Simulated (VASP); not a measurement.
# InSe (P1) in VASP: single point with PBE+D3(BJ)

Aim: the single point of InSe with PBE+D3(BJ).

Program: VASP 6.6.1. These are calculated values, not measurements. Logs are shortened: lines on timing, memory, paths and dates and some standing lists are left out, and cuts for length are marked.

## 1. The cell of the first run

The typed cell holds 16 atoms: a = 8.258 Å, b = 8.258 Å, c = 9.820 Å, α = 65.14°, β = 65.14°, γ = 60.00°.

## 2. Single point, PBE+D3(BJ)

The input, INCAR:

```
SYSTEM = InSe
PREC = Accurate
ENCUT = 400
EDIFF = 1E-6
ISMEAR = -1
SIGMA = 0.2241
LREAL = .False.
LASPH = .True.
NELM = 120
ALGO = Normal
ISIF = 2
LWAVE = .False.
LCHARG = .False.
GGA = PE
IVDW = 12
NBANDS = 90
GGA_COMPAT = .False.
```

The input, KPOINTS:

```
Automatic mesh
0
Gamma
  2 2 2
  0.5 0.5 0.5
```

The input, POSCAR:

```
InSe
1.0
    4.1291197399      7.1518451800      0.0000000000
   -4.1291197399      7.1518451800      0.0000000000
    0.0000000000      4.7678967867      8.5851330678
In Se
8 8
Direct
    0.0011509393      0.0138785916     -0.0125457578
    0.0006325004      0.4995177665      0.0016088277
    0.4944667370     -0.0078282147      0.0097524406
    0.4863362501      0.4886771849      0.0104987307
    0.8872116761      0.8776832529      0.3309261461
    0.8918994067      0.3867740698      0.3412064760
    0.3851863457      0.8950691131      0.3322188459
    0.3912782397      0.3888721579      0.3268919629
    0.4076431085      0.3822590057      0.8422941081
    0.3882446887      0.8639385711      0.8521363550
    0.8824122860      0.3913722756      0.8475108007
    0.8794569445      0.8767021201      0.8496266677
    0.1868608437      0.1735250716      0.5043382515
    0.1630913579      0.6887825795      0.4769420541
    0.6499307153      0.1678122190      0.5025792805
    0.6793163292      0.6860480304      0.4790668901
```

Potentials or basis: VASP PAW PBE potentials, release 64 (In_d, Se).

Launch:

```bash
$ cat potpaw_PBE.64/In_d/POTCAR potpaw_PBE.64/Se/POTCAR > POTCAR
$ mpirun -np 1 vasp_std > vasp.out
```

OUTCAR:

```text
SYSTEM = InSe
   PREC = Accurate
   ENCUT = 400
   EDIFF = 1E-6
   ISMEAR = -1
   LREAL = .False.
   LASPH = .True.
   NELM = 120
   ISIF = 2
   GGA = PE
   IVDW = 12
 IVDW          = 12

 ion  position               nearest neighbor table
   1  0.001  0.014  0.987-  11 2.65  10 2.71  12 2.77   5 2.95
   2  0.001  0.500  0.002-  12 2.68  11 2.70   9 2.88   6 2.92   4 4.00
   3  0.494  0.992  0.010-  12 2.74   7 2.77  10 2.78   9 2.80
   4  0.486  0.489  0.010-   9 2.57  10 2.68   8 2.72  11 2.82   2 4.00
   5  0.887  0.878  0.331-  16 2.50  14 2.64  15 2.89   1 2.95   6 3.99
   6  0.892  0.387  0.341-  16 2.74  13 2.87  15 2.88   2 2.92   5 3.99
   7  0.385  0.895  0.332-  14 2.68  16 2.76   3 2.77  13 2.83
   8  0.391  0.389  0.327-  13 2.64   4 2.72  15 2.72  14 2.81
   9  0.408  0.382  0.842-   4 2.57   3 2.80   2 2.88
  10  0.388  0.864  0.852-   4 2.68   1 2.71   3 2.78
  11  0.882  0.391  0.848-   1 2.65   2 2.70   4 2.82
  12  0.879  0.877  0.850-   2 2.68   3 2.74   1 2.77
  13  0.187  0.174  0.504-   8 2.64   7 2.83   6 2.87
  14  0.163  0.689  0.477-   5 2.64   7 2.68   8 2.81
  15  0.650  0.168  0.503-   8 2.72   6 2.88   5 2.89
  16  0.679  0.686  0.479-   5 2.50   6 2.74   7 2.76

  LATTYP: Found a trigonal (rhomboedric) cell.
 ALAT       =     9.8202520110
 COS(alpha) =     0.6464102362

  Lattice vectors:

 A1 = (  -4.1291197399,  -2.3839483933,   8.5851330678)
 A2 = (   4.1291197399,  -2.3839483933,   8.5851330678)
 A3 = (   0.0000000000,   4.7678967867,   8.5851330678)

Analysis of symmetry for initial positions (statically):
=====================================================================
 Subroutine PRICEL returns:
 Original cell was already a primitive cell.

 Routine SETGRP: Setting up the symmetry group for a
 trigonal (rhombohedral) supercell.

 Subroutine GETGRP returns: Found  1 space group operations
 (whereof  1 operations were pure point group operations)
 out of a pool of 12 trial point group operations.

The static configuration has the point symmetry C_1 .

Analysis of symmetry for dynamics (positions and initial velocities):
=====================================================================
 Subroutine PRICEL returns:
 Original cell was already a primitive cell.

 Routine SETGRP: Setting up the symmetry group for a
 trigonal (rhombohedral) supercell.

 Subroutine GETGRP returns: Found  1 space group operations
 (whereof  1 operations were pure point group operations)
 out of a pool of 12 trial point group operations.

The dynamic configuration has the point symmetry C_1 .

 Subroutine INISYM returns: Found  1 space group operations
 (whereof  1 operations are pure point group operations),
 and found     1 'primitive' translations

----------------------------------------------------------------------------------------

                                     Primitive cell

  volume of cell :     507.0521

  direct lattice vectors                    reciprocal lattice vectors
     4.129119740  7.151845180  0.000000000     0.121091184  0.069912028 -0.038826810
    -4.129119740  7.151845180  0.000000000    -0.121091184  0.069912028 -0.038826810
     0.000000000  4.767896787  8.585133068     0.000000000  0.000000000  0.116480431

  length of vectors
     8.258239480  8.258239480  9.820252011     0.145114740  0.145114740  0.116480431

  position of ions in fractional coordinates (direct lattice)
     0.001150939  0.013878592  0.987454242
     0.000632500  0.499517766  0.001608828
     0.494466737  0.992171785  0.009752441
     0.486336250  0.488677185  0.010498731
     0.887211676  0.877683253  0.330926146
     0.891899407  0.386774070  0.341206476
[... 8 lines left out ...]
     0.649930715  0.167812219  0.502579281
     0.679316329  0.686048030  0.479066890

  ion indices of the primitive-cell ions
   primitive index   ion index
                 1           1
                 2           2
                 3           3
                 4           4
                 5           5
                 6           6
[... 8 lines left out ...]
                15          15
                16          16

----------------------------------------------------------------------------------------

 KPOINTS: Automatic mesh

Automatic generation of k-mesh.
 Grid dimensions read from file:
 generate k-points for:    2    2    2

 Generating k-lattice:

  Cartesian coordinates                     Fractional coordinates (reciprocal lattice)
     0.060545592  0.034956014 -0.019413405     0.500000000  0.000000000 -0.000000000
    -0.060545592  0.034956014 -0.019413405     0.000000000  0.500000000 -0.000000000
     0.000000000  0.000000000  0.058240216     0.000000000  0.000000000  0.500000000

  Length of vectors
     0.072557370  0.072557370  0.058240216

  Shift w.r.t. Gamma in fractional coordinates (k-lattice)
     0.500000000  0.500000000  0.500000000

 Subroutine IBZKPT returns following result:
 ===========================================

 Found     12 irreducible k-points:

 Following reciprocal coordinates:
            Coordinates               Weight
  0.250000  0.250000  0.250000      2.000000
  0.000000  0.250000  0.000000      2.000000
 -0.250000  0.000000 -0.000000      2.000000
 -0.250000  0.250000  0.250000      2.000000
  0.500000  0.250000  0.000000      2.000000
 -0.250000  0.500000  0.000000      2.000000
 -0.250000  0.250000 -0.250000      2.000000
  0.500000  0.250000  0.500000      2.000000
 -0.250000  0.500000  0.500000      2.000000
 -0.250000 -0.250000  0.250000      2.000000
  0.000000 -0.250000  0.500000      2.000000
  0.250000  0.000000  0.500000      2.000000
   k-points           NKPTS =     12   k-points in BZ     NKDIM =     12   number of bands    NBANDS=     90
   number of dos      NEDOS =    301   number of ions     NIONS =     16
   total plane-waves  NPLWV = 186624
   dimension x,y,z NGX =    54 NGY =   54 NGZ =   64
   dimension x,y,z NGXF=   108 NGYF=  108 NGZF=  128
   ions per type =               8   8
   NGX,Y,Z   is equivalent  to a cutoff of  10.87, 10.87, 10.83 a.u.
   NGXF,Y,Z  is equivalent  to a cutoff of  21.74, 21.74, 21.67 a.u.
 SYSTEM =  InSe
   PREC   = accura    normal or accurate (medium, high low for compatibility)
   ISTART =      0    job   : 0-new  1-cont  2-samecut
   ICHARG =      2    charge: 1-file 2-atom 10-const
   ISPIN  =      1    spin polarized calculation?
   LNONCOLLINEAR =      F non collinear calculations
   LSORBIT =      F    spin-orbit coupling
   LASPH  =      T    aspherical Exc in radial PAW
   ENCUT  =  400.0 eV  29.40 Ry    5.42 a.u.  13.47 13.47 16.01*2*pi/ulx,y,z
   NELM   =    120;   NELMIN=  2; NELMDL= -5     # of ELM steps
   EDIFF  = 0.1E-05   stopping-criterion for ELM
   LREAL  =      F    real-space projection
   EDIFFG = 0.1E-04   stopping-criterion for IOM
   NSW    =      0    number of steps for IOM
   IBRION =     -1    ionic relax: 0-MD 1-quasi-New 2-CG
   NFREE  =      0    steps in history (QN), initial steepest desc. (CG)
   ISIF   =      2    stress and relaxation
   ISYM   =      2    0-nonsym 1-usesym 2-fastsym
   POTIM  = 0.5000    time-step for ionic-motion
   TEBEG  =    0.0;   TEEND  =   0.0 temperature during run
   PSTRESS=    0.0 pullay stress
   NELECT =     152.0000    total number of electrons
   NUPDOWN=      -1.0000    fix difference up-down
   EMIN   =  10.00;   EMAX   =-10.00  energy-range for DOS
   EFERMI =   0.00;   METHOD = LEGACY
   ISMEAR =    -1;   SIGMA  =   0.22  broadening in eV -4-tet -1-fermi 0-gaus
   EFERMI_NEDOS =   21; number of points for ismear=-14 and -15
   IALGO  =     38    algorithm
   IMIX   =      4    mixing-type and parameters
     AMIX     =   0.40;   BMIX     =  1.00
     AMIX_MAG =   1.60;   BMIX_MAG =  1.00
  volume/ion in A,a.u.               =      31.69       213.86
  Fermi-wavevector in a.u.,A,eV,Ry     =   1.095650  2.070478 16.333098  1.200449
  Thomas-Fermi vector in A             =   2.231977
   LORBIT       =      0    0 simple, 1 ext, 2 COOP (PROOUT), +10 PAW based schemes
   GGA     = PE    functional components
   LHFCALC =     F    Hartree Fock is set to
   AEXX    =    0.0000 exact exchange contribution
   IVDW    =    12    specifies the selected vdW correction
   LEPSILON=     F    determine dielectric tensor
   LRPA    =     F    only Hartree local field effects (RPA)
 non-spin polarized calculation
  energy-cutoff  :      400.00
  volume of cell :      507.05
 maximum number of plane-waves:      9225
 NGX is ok and might be reduce to    54
   NGX = 27   NGY = 27   NGZ = 33

 number of electron     151.9999986 magnetization

 Free energy of the ion-electron system (eV)
  ---------------------------------------------------
  ext. energy  EPLUGINS =         0.00000000
  ---------------------------------------------------
  free energy    TOTEN  =       -56.00308473 eV

  energy without entropy =      -55.84560042  energy(sigma->0) =      -55.92434257

 E-fermi :   3.6692     XC(G=0):  -8.5709

 val. band max:        3.1232854907   @ k =   0.0000  -0.2500   0.5000
 cond. band min:       4.3635923997   @ k =   0.0000  -0.2500   0.5000
 fundamental gap:      1.2403069090
 Fermi energy:         3.6691831176

 k-point     1 :       0.2500    0.2500    0.2500
  band No.  band energies     occupation
      1     -11.4948      2.00000
      2     -11.4696      2.00000
      3     -11.4561      2.00000
      4     -11.4349      2.00000
      5     -11.3846      2.00000
      6     -11.3495      2.00000
[... 80 lines left out ...]
     87       6.9041      0.00000
     88       6.9675      0.00000

 k-point     2 :       0.0000    0.2500    0.0000
  band No.  band energies     occupation
      1     -11.4933      2.00000
      2     -11.4781      2.00000
      3     -11.4536      2.00000
      4     -11.4376      2.00000
      5     -11.3814      2.00000
      6     -11.3504      2.00000
[... 899 lines left out ...]
     87       6.9076      0.00000
     88       7.0153      0.00000

 k-point    12 :       0.2500    0.0000    0.5000
  band No.  band energies     occupation
      1     -11.4943      2.00000
      2     -11.4755      2.00000
      3     -11.4596      2.00000
      4     -11.4378      2.00000
      5     -11.3805      2.00000
      6     -11.3477      2.00000
[... 80 lines left out ...]
     87       6.9340      0.00000
     88       7.0740      0.00000
 [bands above 88 left out]

------------------------ aborting loop because EDIFF is reached ----------------------------------------

 Edisp (eV)   -4.39728

 E8    (eV) :    -2.0135

  FORCE on cell =-STRESS in cart. coord.  units (eV):
  Direction    XX          YY          ZZ          XY          YZ          ZX
  --------------------------------------------------------------------------------------
  -------------------------------------------------------------------------------------
  Total     -10.64904    -7.54360    -7.90041    -0.17660    -1.56243     1.79965
  in kB     -33.64870   -23.83619   -24.96363    -0.55801    -4.93695     5.68653
  external pressure =      -27.48 kB  Pullay stress =        0.00 kB

 VOLUME and BASIS-vectors are now :
 -----------------------------------------------------------------------------
  energy-cutoff  :      400.00
  volume of cell :      507.05
      direct lattice vectors                 reciprocal lattice vectors
     4.129119740  7.151845180  0.000000000     0.121091184  0.069912028 -0.038826810
    -4.129119740  7.151845180  0.000000000    -0.121091184  0.069912028 -0.038826810
     0.000000000  4.767896787  8.585133068     0.000000000  0.000000000  0.116480431

 POSITION                                       TOTAL-FORCE (eV/Angst)
 -----------------------------------------------------------------------------------
     -0.05255      4.81557      8.47743         0.211135     -0.312656      0.342837
     -2.05996      3.58467      0.01381         0.303372      0.141316     -0.214864
     -2.05508     10.67871      0.08373        -0.013267      0.057980     -1.016925
     -0.00967      7.02320      0.09013         0.199432      0.604726     -0.553861
      0.03934     14.20008      2.84104        -0.639034      1.282868     -0.790669
      2.08572     10.77171      2.92930         0.298692     -0.320199      0.620287
[... 8 lines left out ...]
      1.99073      8.24462      4.31471         0.222348      0.534021     -1.177349
     -0.02780     12.04902      4.11285         0.014697     -1.392489      0.317198
 -----------------------------------------------------------------------------------
    total drift:                                0.001952     -0.001209     -0.000914

  FREE ENERGIE OF THE ION-ELECTRON SYSTEM (eV)
  ---------------------------------------------------
  free  energy   TOTEN  =       -60.4003629238 eV

  energy  without entropy=      -60.2428786131  energy(sigma->0) =      -60.32162077
```

Run time: 14 min. Hardware: 1 thread of Oxide Virtual Turin-like, shared host; peak memory 0.58 GiB.

What came out:

```yaml
Free_energy: -60.4004 eV
Pressure: -2.7 GPa
Largest_force: 1.637 eV/Å
Band_gap_on_the_k_mesh: 1.24 eV
Dispersion_energy_per_atom: -0.275 eV
```

Forces in eV/Å, atoms in the order of the input:
```
In   0.211 -0.313  0.343
In   0.303  0.141 -0.215
In  -0.013  0.058 -1.017
In   0.199  0.605 -0.554
In  -0.639  1.283 -0.791
In   0.299 -0.320  0.620
In  -0.239  0.279  0.839
In   0.062  0.417  1.047
Se  -0.157 -1.015  0.454
Se  -0.273  0.433  0.412
Se  -0.165 -0.034  0.379
Se  -0.174  0.187  0.412
Se  -0.210 -0.921 -0.870
Se   0.559  0.058 -0.199
Se   0.222  0.534 -1.177
Se   0.015 -1.392  0.317
```

Caveat: the atoms stand as in a frame of molecular dynamics; spin-orbit coupling is left out, which moves the levels of the heavy elements; a shifted mesh leaves out Γ, where band edges can lie; forces of over 1 eV/Å act on the atoms, so gaps and moduli don't describe the material at rest.
